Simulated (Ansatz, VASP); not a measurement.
KGeO: VASP beside Ansatz

```
K Ge O
1.0
     3.90718    0.00000    0.00000
    -1.95359    3.38372    0.00000
     0.00000    0.00000    7.21804
K Ge O
1 1 1
Direct
  0.00000 0.00000 0.23497
  0.00000 0.00000 0.67663
  0.00000 0.00000 0.91089
```

Alike in both runs: functional PBE; k mesh 6 × 6 × 4; occupations gaussian, width 0.1 eV; no spin polarisation.

Ansatz relaxed the structure, and its values are those at the end. VASP's run is a single point on that final structure, the one shown.

|  | VASP | Ansatz |
| --- | --- | --- |
| version | VASP 6.6.1 | Ansatz 0.2.0 |
| potentials or method | VASP PAW PBE potentials, release 64 (K_sv, Ge_d, O), cutoff 520 eV | scalar-relativistic, plane waves, PAW |
| valence electrons in the cell | 29 | 29 |

VASP gave:

* gap on the k mesh at the Fermi level (eV): none
* pressure (GPa): 0.0
* rms of the force components (eV/Å): 0.051

Q: What did Ansatz give for the same quantities?

A: gap on the k mesh at the Fermi level (eV): none; pressure (GPa): 0.1; rms of the force components (eV/Å): 0.015.

A gap of «none» marks a metal or a gap that the smearing closes. With one functional, cell and mesh, what is left measures potentials, basis and numerics.
